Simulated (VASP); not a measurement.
Al: relaxation of cell and atoms with PBEsol

The system is Al.

```
CELL_PARAMETERS angstrom
0.00000 2.02481 2.02481
2.02481 0.00000 2.02481
2.02481 2.02481 0.00000
ATOMIC_POSITIONS crystal
Al 0.00000 0.00000 0.00000
```

```
Program                : VASP 6.6.1
Task                   : relaxation of cell and atoms
Functional             : PBEsol
Potentials or basis    : VASP PAW PBE potentials, release 64 (Al)
Cutoff                 : 600 eV
k mesh                 : 11 × 11 × 11
Occupations            : fermi-dirac, width 0.05 eV
Spin                   : no spin polarisation
Target pressure        : 20 GPa
Dipole correction      : no
Further INCAR settings : ALGO = Normal; EDIFF = 1e-06; IBRION = 2; EDIFFG = -0.02; NSW = 80; ISIF = 3
```

| Property | Result |
| --- | --- |
| Relaxed volume | 13.72 Å³/atom |
| Relaxed cell | a = 2.687 Å, b = 2.687 Å, c = 2.687 Å, α = 60.00°, β = 60.00°, γ = 60.00° |
| Space group after relaxing (to 0.05 Å) | Fm-3m (No. 225) |
| Energy change on relaxing (the enthalpy is what falls) | +131.5 meV/atom |
| Ionic steps | 4 |
| Pressure after relaxing | 19.9 GPa |

Step by step:
```csv
step,energy change (eV),largest force (eV/Å),pressure (GPa),volume (Å³)
1,0.0000,0.0000,-1.87,16.60
2,0.5648,0.0000,53.91,11.73
3,0.1248,0.0000,19.24,13.77
4,0.1315,0.0000,19.89,13.72
```

Final structure:
```
CELL_PARAMETERS angstrom
0.00000 1.90000 1.90000
1.90000 0.00000 1.90000
1.90000 1.90000 0.00000
ATOMIC_POSITIONS crystal
Al 0.00000 0.00000 0.00000
```

Levels at points of the mesh, in eV from the Fermi level:
```csv
k point,band 1,band 2,band 3,band 4,band 5
"(0.00, 0.00, 0.00)",-12.47,13.66,13.66,13.66,16.67
```

Wall time 25 s on 1 thread of AMD EPYC 7R13, with other jobs on the host, peak memory 0.11 GiB.

Caveat: the cell is relaxed towards a set pressure, so the enthalpy falls and the energy may rise; the volume moved by over 15 % at a fixed basis, so the end points are rough; the PAW data sets were made with another functional, which shifts forces and pressure a little.
